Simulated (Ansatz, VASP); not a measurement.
Rh: VASP beside Ansatz

INCAR

```
ALGO = Normal ; EDIFF = 1E-6
ENCUT = 520 ; GGA = PE
ISIF = 2 ; ISMEAR = -1
LASPH = T ; LCHARG = F
LREAL = F ; LWAVE = F
NBANDS = 14 ; NELM = 100
PREC = Accurate ; SIGMA = 0.05
```

File KPOINTS:

```
k-points
0
Gamma
  16 16 16
```

Contents of POSCAR:

```
Rh
1.0
   -1.5092017770      1.5092017770      1.5092017770
    1.5092017770     -1.5092017770      1.5092017770
    1.5092017770      1.5092017770     -1.5092017770
Rh
1
Direct
    0.0000000000      0.0000000000      0.0000000000
```

Input for Ansatz:

```yaml
crystal:
  lattice:
    - [-1.509201777, 1.509201777, 1.509201777]
    - [1.509201777, -1.509201777, 1.509201777]
    - [1.509201777, 1.509201777, -1.509201777]
  atoms:
    - { symbol: Rh, position: [0.0, 0.0, 0.0] }
kpoints:
  mp_grid: { grid: [16, 16, 16] }
scf:
  occupations: { method: fermi_dirac, width: 0.05 }
hamiltonian:
  xc: pbe
  pseudopotentials: { kind: all_electron, lapw: { basis_error: 0.0005 } }
output:
  forces: true
  stress: true
  eigenvalues: true
```

Change from the starting cell: volume scaled by 0.95.

Alike in both runs: task single point; functional PBE; k mesh 16 × 16 × 16; occupations fermi-dirac, width 0.05 eV; no spin polarisation.

|  | VASP | Ansatz |
| --- | --- | --- |
| version | VASP 6.6.1 | Ansatz 0.2.0 |
| potentials or method | VASP PAW PBE potentials, release 64 (Rh_pv), cutoff 520 eV | all-electron LAPW, scalar-relativistic |

Ansatz gave:

| Item | Value |
| --- | --- |
| pressure (GPa) | 13.6 |

Q: Which values does VASP return?

A: Pressure (GPa): 13.7.

Ansatz ran all-electron here, and VASP with PAW potentials.
